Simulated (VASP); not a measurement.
# NaF (I4/mmm) in VASP: settings compared

Aim: see how the results for NaF move with the level of theory and the settings. Levels: PBE, r2SCAN. Tasks: single point.

All numbers are computed with VASP 6.6.1; they aren't measurements. Logs are shortened: lines on timing, memory, paths and dates and some standing lists are left out, and cuts for length are marked.

### 1 The cell of the first run

The structure is tetragonal, space group I4/mmm (No. 139). Conventional cell: a = 3.281 Å, b = 3.281 Å, c = 4.578 Å, α = 90.00°, β = 90.00°, γ = 90.00°. Na (site symmetry 4/mmm) has 6 F at 2.29 to 2.32 Å within 3.0 Å. Within 3.0 Å of F (site symmetry 4/mmm) lie 6 Na at 2.29 to 2.32 Å.

### 2 Single point, PBE (epitaxial xy strain +1.0%)

Input file INCAR:

```
ALGO = Normal
EDIFF = 1E-7
ENCUT = 520
GGA = PE
ISIF = 2
ISMEAR = -1
LASPH = True
LCHARG = True
LELF = True
LREAL = False
LVHAR = True
LWAVE = False
NBANDS = 14
NELM = 100
PREC = Accurate
SIGMA = 0.02
```

Input file KPOINTS:

```
k-points
0
Gamma
  10 10 10
```

Input file POSCAR:

```
NaF
1.0
    0.0000000000      2.3201397690      2.2887504653
    2.3201397690      0.0000000000      2.2887504653
    2.3201397690      2.3201397690      0.0000000000
Na F
1 1
Direct
    0.0000000000      0.0000000000      0.0000000000
    0.5000000000      0.5000000000      0.5000000000
```

Potentials or basis: VASP PAW PBE potentials, release 64 (Na_pv, F).

Command:

```sh
> cat potpaw_PBE.64/Na_pv/POTCAR potpaw_PBE.64/F/POTCAR > POTCAR
> mpirun -np 1 vasp_std > vasp.out
```

OUTCAR:

```text
EDIFF = 1E-7
   ENCUT = 520
   GGA = PE
   ISIF = 2
   ISMEAR = -1
   LASPH = True
   LREAL = False
   NELM = 100
   PREC = Accurate

 ion  position               nearest neighbor table
   1  0.000  0.000  0.000-   2 2.29   2 2.29   2 2.32   2 2.32   2 2.32   2 2.32
   2  0.500  0.500  0.500-   1 2.29   1 2.29   1 2.32   1 2.32   1 2.32   1 2.32

  LATTYP: Found a body centered tetragonal cell.
 ALAT       =     3.2811731279
 C/A-ratio  =     1.3950805862

  Lattice vectors:

 A1 = (   0.0000000000,  -2.3201397690,  -2.2887504653)
 A2 = (   0.0000000000,   2.3201397690,  -2.2887504653)
 A3 = (   2.3201397690,   0.0000000000,   2.2887504653)

Analysis of symmetry for initial positions (statically):
=====================================================================
 Subroutine PRICEL returns:
 Original cell was already a primitive cell.

 Routine SETGRP: Setting up the symmetry group for a
 body centered tetragonal supercell.

 Subroutine GETGRP returns: Found 16 space group operations
 (whereof 16 operations were pure point group operations)
 out of a pool of 16 trial point group operations.

The static configuration has the point symmetry D_4h.

Analysis of symmetry for dynamics (positions and initial velocities):
=====================================================================
 Subroutine PRICEL returns:
 Original cell was already a primitive cell.

 Routine SETGRP: Setting up the symmetry group for a
 body centered tetragonal supercell.

 Subroutine GETGRP returns: Found 16 space group operations
 (whereof 16 operations were pure point group operations)
 out of a pool of 16 trial point group operations.

The dynamic configuration has the point symmetry D_4h.

 Subroutine INISYM returns: Found 16 space group operations
 (whereof 16 operations are pure point group operations),
 and found     1 'primitive' translations

----------------------------------------------------------------------------------------

                                     Primitive cell

  volume of cell :      24.6409

  direct lattice vectors                    reciprocal lattice vectors
     0.000000000  2.320139769  2.288750465    -0.215504258  0.215504258  0.218459814
     2.320139769  0.000000000  2.288750465     0.215504258 -0.215504258  0.218459814
     2.320139769  2.320139769  0.000000000     0.215504258  0.215504258 -0.218459814

  length of vectors
     3.259053120  3.259053120  3.281173128     0.374978480  0.374978480  0.374978480

  position of ions in fractional coordinates (direct lattice)
     0.000000000  0.000000000  0.000000000
     0.500000000  0.500000000  0.500000000

  ion indices of the primitive-cell ions
   primitive index   ion index
                 1           1
                 2           2

----------------------------------------------------------------------------------------

 KPOINTS: k-points

Automatic generation of k-mesh.
 Grid dimensions read from file:
 generate k-points for:   10   10   10

 Generating k-lattice:

  Cartesian coordinates                     Fractional coordinates (reciprocal lattice)
    -0.021550426  0.021550426  0.021845981     0.100000000  0.000000000  0.000000000
     0.021550426 -0.021550426  0.021845981     0.000000000  0.100000000  0.000000000
     0.021550426  0.021550426 -0.021845981    -0.000000000 -0.000000000  0.100000000

  Length of vectors
     0.037497848  0.037497848  0.037497848

  Shift w.r.t. Gamma in fractional coordinates (k-lattice)
     0.000000000  0.000000000  0.000000000

 Subroutine IBZKPT returns following result:
 ===========================================

 Found    102 irreducible k-points:

 Following reciprocal coordinates:
            Coordinates               Weight
  0.000000  0.000000  0.000000      1.000000
  0.100000 -0.000000  0.000000      8.000000
  0.200000 -0.000000  0.000000      8.000000
  0.300000  0.000000  0.000000      8.000000
  0.400000  0.000000  0.000000      8.000000
  0.500000  0.000000  0.000000      4.000000
[... 16 lines left out ...]
[... 51 lines left out ...]
      9      13.9619      0.00000
     10      17.5106      0.00000
     11      17.6132      0.00000
     12      20.8911      0.00000
     13      21.2040      0.00000
     14      22.5075      0.00000

 k-point     4 :       0.3000    0.0000    0.0000
  band No.  band energies     occupation
      1     -21.7244      2.00000
      2     -20.9708      2.00000
      3     -20.9655      2.00000
      4     -20.3732      2.00000
      5      -3.1817      2.00000
      6      -2.2169      2.00000
      7      -2.2098      2.00000
      8       6.8127      0.00000
      9      12.4580      0.00000
     10      17.8820      0.00000
     11      18.0518      0.00000
     12      20.6295      0.00000
     13      20.8756      0.00000
     14      22.2856      0.00000

 k-point     5 :       0.4000    0.0000    0.0000
  band No.  band energies     occupation
      1     -21.8221      2.00000
      2     -20.9744      2.00000
      3     -20.9682      2.00000
      4     -20.2390      2.00000
      5      -3.5269      2.00000
      6      -2.2820      2.00000
      7      -2.2723      2.00000
      8       8.0566      0.00000
      9      11.2143      0.00000
     10      18.0290      0.00000
     11      18.2667      0.00000
[... 276 lines left out ...]
 k-point    22 :      -0.2000    0.2000    0.0000
  band No.  band energies     occupation
      1     -21.6683      2.00000
      2     -20.9990      2.00000
      3     -20.9686      2.00000
      4     -20.4079      2.00000
      5      -3.1088      2.00000
      6      -2.4122      2.00000
      7      -2.2312      2.00000
      8       7.2292      0.00000
      9      12.6128      0.00000
     10      16.1135      0.00000
     11      18.9891      0.00000
     12      19.1841      0.00000
     13      20.7624      0.00000
     14      24.7320      0.00000

 k-point    23 :       0.3000    0.3000    0.0000
  band No.  band energies     occupation
      1     -21.5315      2.00000
      2     -20.9985      2.00000
      3     -20.9985      2.00000
      4     -20.5422      2.00000
      5      -3.1180      2.00000
      6      -2.3308      2.00000
      7      -2.3308      2.00000
      8       7.6241      0.00000
      9      12.3287      0.00000
     10      16.0888      0.00000
     11      17.4987      0.00000
     12      17.4987      0.00000
     13      23.8472      0.00000
     14      24.2002      0.00000

 k-point    24 :       0.4000    0.3000    0.0000
  band No.  band energies     occupation
      1     -21.4968      2.00000
      2     -21.0099      2.00000
      3     -21.0044      2.00000
      4     -20.5633      2.00000
      5      -3.2269      2.00000
      6      -2.4380      2.00000
      7      -2.3848      2.00000
      8       8.6433      0.00000
      9      11.7759      0.00000
     10      14.9219      0.00000
     11      17.6011      0.00000
     12      17.6211      0.00000
     13      23.5634      0.00000
     14      24.6004      0.00000

 [... further k-points ...]

------------------------ aborting loop because EDIFF is reached ----------------------------------------

  FORCE on cell =-STRESS in cart. coord.  units (eV):
  Direction    XX          YY          ZZ          XY          YZ          ZX
  --------------------------------------------------------------------------------------
  -------------------------------------------------------------------------------------
  Total        0.3294899      0.3294899      0.5309974      0.0000000      0.0000000     -0.0000000
  in kB       21.4237722     21.4237722     34.5259955      0.0000000      0.0000000     -0.0000000
  external PRESSURE =      25.7911800 kB  Pullay stress =       0.0000000 kB

 VOLUME and BASIS-vectors are now :
 -----------------------------------------------------------------------------
  energy-cutoff  :      520.00
  volume of cell :       24.64
      direct lattice vectors                 reciprocal lattice vectors
     0.000000000  2.320139769  2.288750465    -0.215504258  0.215504258  0.218459814
     2.320139769  0.000000000  2.288750465     0.215504258 -0.215504258  0.218459814
     2.320139769  2.320139769  0.000000000     0.215504258  0.215504258 -0.218459814

 POSITION                                       TOTAL-FORCE (eV/Angst)
 -----------------------------------------------------------------------------------
      0.00000      0.00000      0.00000         0.000000     -0.000000     -0.000000
      2.32014      2.32014      2.28875        -0.000000      0.000000      0.000000
 -----------------------------------------------------------------------------------
    total drift:                                0.000000     -0.000000      0.000000

  FREE ENERGIE OF THE ION-ELECTRON SYSTEM (eV)
  ---------------------------------------------------
  free  energy   TOTEN  =        -8.5568178526 eV

  energy  without entropy=       -8.5568178526  energy(sigma->0) =       -8.55681785
```

It took 15 s on 1 thread of Intel Xeon 6975P-C, shared host; peak memory 0.16 GiB.

What came out:

```
Free energy            : -8.5568 eV
Pressure               : 2.6 GPa
Band gap on the k mesh : 6.35 eV, direct
```

Levels at points of the mesh, in eV from the valence-band top:
| k point | band 4 | band 5 | band 6 | band 7 | band 8 | band 9 | band 10 | band 11 |
| --- | --- | --- | --- | --- | --- | --- | --- | --- |
| (0.00, 0.00, 0.00) | -18.91 | 0.00 | 0.00 | 0.00 | 6.35 | 19.01 | 19.01 | 19.11 |
| (0.50, 0.00, 0.00) | -18.15 | -1.61 | -0.26 | -0.25 | 10.84 | 12.55 | 20.09 | 20.35 |
| (0.50, 0.50, 0.00) | -18.93 | -1.27 | -0.42 | -0.42 | 13.25 | 13.36 | 13.74 | 19.78 |
| (0.50, 0.00, 0.50) | -18.94 | -1.29 | -0.41 | -0.39 | 13.17 | 13.38 | 13.68 | 19.88 |

Caveat: the cell differs from its parent crystal (epitaxial xy strain +1.0%). A k mesh can miss the band edges.

### 3 Single point, r2SCAN (epitaxial xy strain +1.0%)

POSCAR is that of step 2.

Input file INCAR.step1:

```
PREC = Accurate
ENCUT = 520
ISMEAR = 0
SIGMA = 0.01
LREAL = False
LASPH = True
NELM = 80
NBANDS = 14
GGA = PE
ALGO = Normal
EDIFF = 1E-4
LWAVE = True
LCHARG = False
```

Input file INCAR.step2:

```
PREC = Accurate
ENCUT = 520
EDIFF = 1E-7
ISMEAR = 0
SIGMA = 0.01
LREAL = False
LASPH = True
NELM = 80
ALGO = Normal
ISIF = 2
LWAVE = False
LCHARG = False
METAGGA = R2SCAN
LMIXTAU = True
NBANDS = 14
ISTART = 1
```

Input file KPOINTS:

```
regular mesh
0
Gamma
  10 10 10
```

Potentials or basis: VASP PAW PBE potentials, release 64 (Na_pv, F).

Command:

```sh
> cat potpaw_PBE.64/Na_pv/POTCAR potpaw_PBE.64/F/POTCAR > POTCAR
> cp INCAR.step1 INCAR
> mpirun -np 1 vasp_std > vasp.out
> cp INCAR.step2 INCAR
> mpirun -np 1 vasp_std > vasp.out
```

Run time: 72 s. Hardware: 1 thread of Intel Xeon 6975P-C, shared host; peak memory 0.16 GiB.

It converged, with:

```
Free energy            : -12.5996 eV
Pressure               : -1.5 GPa
Band gap on the k mesh : 7.23 eV, direct
```

Stress tensor (GPa, compression positive):
```
-1.88  0.00  0.00
 0.00 -1.88  0.00
 0.00  0.00 -0.83
```

Levels at points of the mesh, in eV from the valence-band top:
| k point | band 3 | band 4 | band 5 | band 6 | band 7 | band 8 | band 9 | band 10 | band 11 | band 12 |
| --- | --- | --- | --- | --- | --- | --- | --- | --- | --- | --- |
| (0.00, 0.00, 0.00) | -19.47 | -19.47 | 0.00 | 0.00 | 0.00 | 7.23 | 19.82 | 19.82 | 19.92 | 22.53 |
| (0.50, 0.00, 0.00) | -19.48 | -18.95 | -1.57 | -0.28 | -0.26 | 11.69 | 13.50 | 21.39 | 21.65 | 23.92 |
| (0.50, 0.50, 0.00) | -19.53 | -19.53 | -1.26 | -0.42 | -0.42 | 13.86 | 14.27 | 14.97 | 21.13 | 21.13 |
| (0.50, 0.00, 0.50) | -19.52 | -19.52 | -1.28 | -0.41 | -0.39 | 14.00 | 14.08 | 14.93 | 21.22 | 21.37 |

Caveat: the cell differs from its parent crystal (epitaxial xy strain +1.0%); the PAW data sets were made with another functional, which shifts forces and pressure a little.

### 4 Single point, r2SCAN (uniaxial z strain +5.0%)

Input file POSCAR:

```
NaF
1.0
    0.0000000000      2.2971680881      2.4120264925
    2.2971680881      0.0000000000      2.4120264925
    2.2971680881      2.2971680881      0.0000000000
Na F
1 1
Direct
    0.0000000000      0.0000000000      0.0000000000
    0.5000000000      0.5000000000      0.5000000000
```

Input file INCAR.step1:

```
ALGO = Normal
EDIFF = 1E-4
ENCUT = 520
GGA = PE
ISMEAR = 0
LASPH = True
LCHARG = False
LREAL = False
LWAVE = True
NBANDS = 14
NELM = 60
PREC = Accurate
SIGMA = 0.01
```

Input file INCAR.step2:

```
ALGO = Normal
EDIFF = 1E-7
ENCUT = 520
ISIF = 2
ISMEAR = 0
ISTART = 1
LASPH = True
LCHARG = False
LMIXTAU = True
LREAL = False
LWAVE = False
METAGGA = R2SCAN
NBANDS = 14
NELM = 60
PREC = Accurate
SIGMA = 0.01
```

Input file KPOINTS:

```
k-points
0
Gamma
  10 10 10
```

Command:

```sh
> cat potpaw_PBE.64/Na_pv/POTCAR potpaw_PBE.64/F/POTCAR > POTCAR
> cp INCAR.step1 INCAR
> mpirun -np 1 vasp_std > vasp.out
> cp INCAR.step2 INCAR
> mpirun -np 1 vasp_std > vasp.out
```

Run time: 96 s. Hardware: 1 thread of Intel Xeon 6975P-C, shared host; peak memory 0.17 GiB.

It converged, with:

```yaml
Free_energy: -12.5822 eV
Pressure: -2.6 GPa
Band_gap_on_the_k_mesh: 7.04 eV, direct
```

Stress tensor (GPa, compression positive):
```
-1.46  0.00  0.00
 0.00 -1.46  0.00
 0.00  0.00 -4.89
```

Levels at points of the mesh, in eV from the valence-band top:
| k point | band 3 | band 4 | band 5 | band 6 | band 7 | band 8 | band 9 | band 10 | band 11 | band 12 |
| --- | --- | --- | --- | --- | --- | --- | --- | --- | --- | --- |
| (0.00, 0.00, 0.00) | -19.56 | -19.56 | 0.00 | 0.00 | 0.00 | 7.04 | 19.42 | 19.75 | 19.75 | 22.23 |
| (0.50, 0.00, 0.00) | -19.56 | -19.03 | -1.50 | -0.27 | -0.24 | 11.47 | 13.20 | 20.73 | 21.63 | 23.26 |
| (0.50, 0.50, 0.00) | -19.59 | -19.59 | -1.27 | -0.34 | -0.34 | 13.42 | 14.16 | 14.51 | 21.18 | 21.18 |
| (0.50, 0.00, 0.50) | -19.62 | -19.61 | -1.20 | -0.45 | -0.38 | 13.69 | 14.08 | 14.67 | 20.37 | 20.87 |

Caveat: the cell differs from its parent crystal (uniaxial z strain +5.0%); the PAW data sets were made with another functional, which shifts forces and pressure a little. A k mesh can miss the band edges.

### 5 Single point, PBE (epitaxial xy strain +1.0%)

Input file INCAR:

```
SYSTEM = NaF
ALGO     = Normal         ! electronic algorithm
EDIFF    = 1E-6           ! SCF threshold, eV
ENCUT    = 520            ! plane-wave cutoff, eV
GGA      = PE             ! functional
ISIF     = 2              ! what is computed and relaxed
ISMEAR   = 0              ! smearing method
LASPH    = .True.         ! aspherical terms in the spheres
LCHARG   = .False.        ! write CHGCAR
LREAL    = .False.        ! projectors in reciprocal space
LWAVE    = .False.        ! write WAVECAR
NBANDS   = 14             ! bands
NELM     = 60             ! most SCF steps
PREC     = Accurate       ! precision mode
SIGMA    = 0.01           ! smearing width, eV
```

Input file KPOINTS:

```
k-points
0
Gamma
  6 6 6
  0 0 0
```

Input file POSCAR:

```
NaF
1.0
    0.0000000000      2.3201397650      2.2887504660
    2.3201397650      0.0000000000      2.2887504660
    2.3201397650      2.3201397650      0.0000000000
Na F
1 1
Direct
    0.0000000000      0.0000000000      0.0000000000
    0.5000000000      0.5000000000      0.5000000000
```

Command:

```sh
> cat potpaw_PBE.64/Na_pv/POTCAR potpaw_PBE.64/F/POTCAR > POTCAR
> mpirun -np 1 vasp_std > vasp.out
```

Run time: 3 s. Hardware: 1 thread of Intel Xeon 6975P-C (Granite Rapids), shared host; peak memory 0.13 GiB.

It converged, with:

```yaml
Free_energy: -8.5568 eV
Pressure: 2.6 GPa
Band_gap_on_the_k_mesh: 6.35 eV, direct
```

Stress tensor (GPa, compression positive):
```
2.13 0.00 0.00
0.00 2.13 0.00
0.00 0.00 3.44
```

Levels at points of the mesh, in eV from the valence-band top:
```
           k point  band 3  band 4  band 5  band 6  band 7  band 8  band 9  band 10  band 11  band 12
(0.00, 0.00, 0.00)  -18.92  -18.91    0.00    0.00    0.00    6.35   19.01    19.01    19.11    21.93
(0.50, 0.00, 0.00)  -18.93  -18.15   -1.61   -0.26   -0.25   10.84   12.55    20.09    20.35    22.94
(0.50, 0.50, 0.00)  -18.98  -18.93   -1.27   -0.42   -0.42   13.25   13.36    13.74    19.78    19.78
(0.50, 0.00, 0.50)  -18.97  -18.94   -1.29   -0.41   -0.39   13.17   13.38    13.68    19.88    20.02
```

Caveat: the cell differs from its parent crystal (epitaxial xy strain +1.0%).

### 6 Single point, PBE (epitaxial xy strain +2.5%)

Input file INCAR:

```
ALGO = Normal
EDIFF = 1E-6
ENCUT = 520
GGA = PE
ISIF = 2
ISMEAR = 0
LASPH = True
LCHARG = False
LREAL = False
LWAVE = False
NBANDS = 14
NELM = 80
PREC = Accurate
SIGMA = 0.01
```

Input file KPOINTS:

```
k-points
0
Gamma
  6 6 6
```

Input file POSCAR:

```
NaF
1.0
    0.0000000000      2.3545972863      2.2765596681
    2.3545972863      0.0000000000      2.2765596681
    2.3545972863      2.3545972863      0.0000000000
Na F
1 1
Direct
    0.0000000000      0.0000000000      0.0000000000
    0.5000000000      0.5000000000      0.5000000000
```

Potentials or basis: VASP PAW PBE potentials, release 64 (Na_pv, F).

Command:

```sh
> cat potpaw_PBE.64/Na_pv/POTCAR potpaw_PBE.64/F/POTCAR > POTCAR
> mpirun -np 1 vasp_std > vasp.out
```

It took 3.5 s on 1 thread of Intel Xeon 6975P-C (Granite Rapids), shared host; peak memory 0.14 GiB.

Results (log left out):

```
Free energy            : -8.5607 eV
Pressure               : 1.4 GPa
Band gap on the k mesh : 6.22 eV, direct
```

Stress tensor (GPa, compression positive):
```
0.38 0.00 0.00
0.00 0.38 0.00
0.00 0.00 3.35
```

Levels at points of the mesh, in eV from the valence-band top:
```tsv
k point	band 5	band 6	band 7	band 8	band 9	band 10
(0.00, 0.00, 0.00)	0.00	0.00	0.00	6.22	18.80	18.80
(0.50, 0.00, 0.00)	-1.56	-0.26	-0.24	10.69	12.34	19.64
(0.50, 0.50, 0.00)	-1.21	-0.43	-0.43	13.04	13.34	13.56
(0.50, 0.00, 0.50)	-1.27	-0.40	-0.36	12.88	13.37	13.41
```

Caveat: the cell differs from its parent crystal (epitaxial xy strain +2.5%).

### 7 Summary

```csv
level,cell,k mesh,smearing,gap on the mesh (eV),pressure (GPa)
PBE,"a = 3.259, b = 3.259, c = 3.281 Å, angles 59.8, 59.8, 60.4°, 2 atoms",10 × 10 × 10,fermi-dirac 0.02 eV,6.35,2.6
r2SCAN,"a = 3.259, b = 3.259, c = 3.281 Å, angles 59.8, 59.8, 60.4°, 2 atoms",10 × 10 × 10,gaussian 0.01 eV,7.23,-1.5
r2SCAN,"a = 3.331, b = 3.331, c = 3.249 Å, angles 60.8, 60.8, 58.4°, 2 atoms",10 × 10 × 10,gaussian 0.01 eV,7.04,-2.6
PBE,"a = 3.259, b = 3.259, c = 3.281 Å, angles 59.8, 59.8, 60.4°, 2 atoms",6 × 6 × 6,gaussian 0.01 eV,6.35,2.6
PBE,"a = 3.275, b = 3.275, c = 3.330 Å, angles 59.4, 59.4, 61.1°, 2 atoms",6 × 6 × 6,gaussian 0.01 eV,6.22,1.4
```

Alike in all rows: task single point; potentials or basis VASP PAW PBE potentials, release 64 (Na_pv, F); no spin polarisation; cutoff (eV) 520.

Caveats: the PAW data sets were made with another functional, which shifts forces and pressure a little (some runs).

Total energies depend on the potentials used, so only differences within one code and one set of settings carry meaning.
